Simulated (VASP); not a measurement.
# Mo (I4/mmm) in VASP: a series of runs, part 2 of 2

VASP 6.6.1.

### 3 Single point, r2SCAN

POSCAR

```
Mo
1.0
   -1.4823323431      1.4823323431      1.7787988118
    1.4823323431     -1.4823323431      1.7787988118
    1.4823323431      1.4823323431     -1.7787988118
Mo
1
Direct
    0.0000000000      0.0000000000      0.0000000000
```

INCAR.step1

```
SYSTEM = Mo
  PREC = Accurate
  ENCUT = 520
  ISMEAR = 0
  SIGMA = 0.15
  LREAL = .False.
  LASPH = .True.
  NELM = 80
  NBANDS = 13
  GGA = PE
  ALGO = Normal
  EDIFF = 1E-4
  LWAVE = .True.
  LCHARG = .False.
```

INCAR.step2

```
SYSTEM = Mo
  PREC = Accurate
  ENCUT = 520
  EDIFF = 1E-6
  ISMEAR = 0
  SIGMA = 0.15
  LREAL = .False.
  LASPH = .True.
  NELM = 80
  ALGO = Normal
  ISIF = 2
  LWAVE = .False.
  LCHARG = .True.
  METAGGA = R2SCAN
  LMIXTAU = .True.
  LELF = .True.
  LVHAR = .True.
  NBANDS = 13
  ISTART = 1
```

KPOINTS

```
regular mesh
0
Gamma
  30 30 30
  0 0 0
```

Potentials or basis: VASP PAW PBE potentials, release 64 (Mo_sv).

Started as:

```console
$ cat potpaw_PBE.64/Mo_sv/POTCAR > POTCAR
$ cp INCAR.step1 INCAR
$ mpirun -np 1 vasp_std > vasp.out
$ cp INCAR.step2 INCAR
$ mpirun -np 1 vasp_std > vasp.out
```

OUTCAR:

```text
SYSTEM = Mo
   PREC = Accurate
   ENCUT = 520
   EDIFF = 1E-6
   ISMEAR = 0
   LREAL = .False.
   LASPH = .True.
   NELM = 80
   ISIF = 2
   METAGGA = R2SCAN
   ISTART = 1

 ion  position               nearest neighbor table
   1  0.000  0.000  0.000-

  LATTYP: Found a body centered tetragonal cell.
 ALAT       =     2.9646646862
 C/A-ratio  =     1.2000000001

  Lattice vectors:

 A1 = (  -1.4823323431,   1.4823323431,   1.7787988118)
 A2 = (   1.4823323431,  -1.4823323431,   1.7787988118)
 A3 = (   1.4823323431,   1.4823323431,  -1.7787988118)

Analysis of symmetry for initial positions (statically):
=====================================================================
 Subroutine PRICEL returns:
 Original cell was already a primitive cell.

 Routine SETGRP: Setting up the symmetry group for a
 body centered tetragonal supercell.

 Subroutine GETGRP returns: Found 16 space group operations
 (whereof 16 operations were pure point group operations)
 out of a pool of 16 trial point group operations.

The static configuration has the point symmetry D_4h.

Analysis of symmetry for dynamics (positions and initial velocities):
=====================================================================
 Subroutine PRICEL returns:
 Original cell was already a primitive cell.

 Routine SETGRP: Setting up the symmetry group for a
 body centered tetragonal supercell.

 Subroutine GETGRP returns: Found 16 space group operations
 (whereof 16 operations were pure point group operations)
 out of a pool of 16 trial point group operations.

The dynamic configuration has the point symmetry D_4h.

 Subroutine INISYM returns: Found 16 space group operations
 (whereof 16 operations are pure point group operations),
 and found     1 'primitive' translations

----------------------------------------------------------------------------------------

                                     Primitive cell
[... 114 lines left out ...]
   METAGGA = R2SCAN    functional components
   LHFCALC =     F    Hartree Fock is set to
   AEXX    =    0.0000 exact exchange contribution
   IVDW    =     0    specifies the selected vdW correction
   LEPSILON=     F    determine dielectric tensor
   LRPA    =     F    only Hartree local field effects (RPA)
 non-spin polarized calculation
 Gauss-broadening in eV      SIGMA  =   0.15
  energy-cutoff  :      520.00
  volume of cell :       15.63
 maximum number of plane-waves:       437
   NGX = 11   NGY = 11   NGZ = 11

 number of electron      13.9999999 magnetization

 Free energy of the ion-electron system (eV)
  ---------------------------------------------------
  ext. energy  EPLUGINS =         0.00000000
  ---------------------------------------------------
  free energy    TOTEN  =       -25.80364849 eV

  energy without entropy =      -25.79342094  energy(sigma->0) =      -25.79853471

 E-fermi :  12.4920     XC(G=0): -14.6260

 val. band max:       12.4909507182   @ k =  -0.4000   0.4667   0.0667
 cond. band min:      12.4928324293   @ k =  -0.4333   0.0333   0.0000
 fundamental gap:      0.0018817110
 Fermi energy:        12.4920091459

 k-point     1 :       0.0000    0.0000    0.0000
  band No.  band energies     occupation
      1     -50.6260      2.00000
      2     -23.1175      2.00000
      3     -23.1175      2.00000
      4     -23.0883      2.00000
      5       4.8968      2.00000
      6      10.8322      2.00000
      7      10.8322      2.00000
      8      12.7541      0.01348
      9      12.8654      0.00043
     10      15.1917      0.00000
     11      26.2065      0.00000
     12      29.6511      0.00000
     13      29.6511      0.00000
[... 354 lines left out ...]
  band No.  band energies     occupation
      1     -50.4587      2.00000
      2     -24.0376      2.00000
      3     -23.3406      2.00000
      4     -23.1260      2.00000
      5       7.1406      2.00000
      6      10.5700      2.00000
      7      10.8632      2.00000
      8      12.9150      0.00007
      9      14.4291      0.00000
     10      14.8091      0.00000
     11      26.3725      0.00000
     12      29.2183      0.00000
     13      34.3373      0.00000

 [... further k-points ...]

------------------------ aborting loop because EDIFF is reached ----------------------------------------

  FORCE on cell =-STRESS in cart. coord.  units (eV):
  Direction    XX          YY          ZZ          XY          YZ          ZX
  --------------------------------------------------------------------------------------
  -------------------------------------------------------------------------------------
  Total        1.5278731      1.5278731     -1.7627977      0.0000000      0.0000000      0.0000000
  in kB      156.5740866    156.5740866   -180.6487932      0.0000000      0.0000000      0.0000000
  external PRESSURE =      44.1664600 kB  Pullay stress =       0.0000000 kB

 VOLUME and BASIS-vectors are now :
 -----------------------------------------------------------------------------
  energy-cutoff  :      520.00
  volume of cell :       15.63
      direct lattice vectors                 reciprocal lattice vectors
    -1.482332343  1.482332343  1.778798812     0.000000000  0.337306274  0.281088562
     1.482332343 -1.482332343  1.778798812     0.337306274  0.000000000  0.281088562
     1.482332343  1.482332343 -1.778798812     0.337306274  0.337306274  0.000000000

 POSITION                                       TOTAL-FORCE (eV/Angst)
 -----------------------------------------------------------------------------------
      0.00000      0.00000      0.00000        -0.000000      0.000000      0.000000
 -----------------------------------------------------------------------------------
    total drift:                                0.000000     -0.000000      0.000000

  FREE ENERGIE OF THE ION-ELECTRON SYSTEM (eV)
  ---------------------------------------------------
  free  energy   TOTEN  =       -25.8036484858 eV

  energy  without entropy=      -25.7934209412  energy(sigma->0) =      -25.79853471
```

OSZICAR.step1:

```text
N       E                     dE             d eps       ncg     rms          rms(c)
DAV:   1     0.927987134491E+02    0.92799E+02   -0.80328E+03 52220   0.110E+03
DAV:   2    -0.101477824540E+02   -0.10295E+03   -0.99210E+02 59487   0.311E+02
DAV:   3    -0.113121326280E+02   -0.11644E+01   -0.11608E+01 58032   0.330E+01
DAV:   4    -0.113147950746E+02   -0.26624E-02   -0.26623E-02 57857   0.191E+00
DAV:   5    -0.113148121513E+02   -0.17077E-04   -0.17078E-04 57984   0.137E-01    0.144E+01
DAV:   6    -0.107630185338E+02    0.55179E+00   -0.71377E-01 52892   0.102E+01    0.403E+00
DAV:   7    -0.106867726201E+02    0.76246E-01   -0.14470E-01 58262   0.435E+00    0.854E-01
DAV:   8    -0.106829902617E+02    0.37824E-02   -0.39186E-03 53207   0.794E-01    0.161E-01
DAV:   9    -0.106830363875E+02   -0.46126E-04   -0.90201E-05 37716   0.122E-01
   1 F= -.10683036E+02 E0= -.10677140E+02  d E =-.117928E-01
```

Run time: 32 min. Hardware: 1 thread of Oxide Virtual Turin-like, shared host; peak memory 0.42 GiB.

What came out:

* Free energy: -25.8036 eV
* Pressure: 4.4 GPa
* Band gap on the k mesh: zero (bands 7 and 8 overlap by 4.96 eV)

Caveat: the stress differs along the axes, from -18 to 16 GPa; the PAW data sets were made with another functional, which shifts forces and pressure a little.
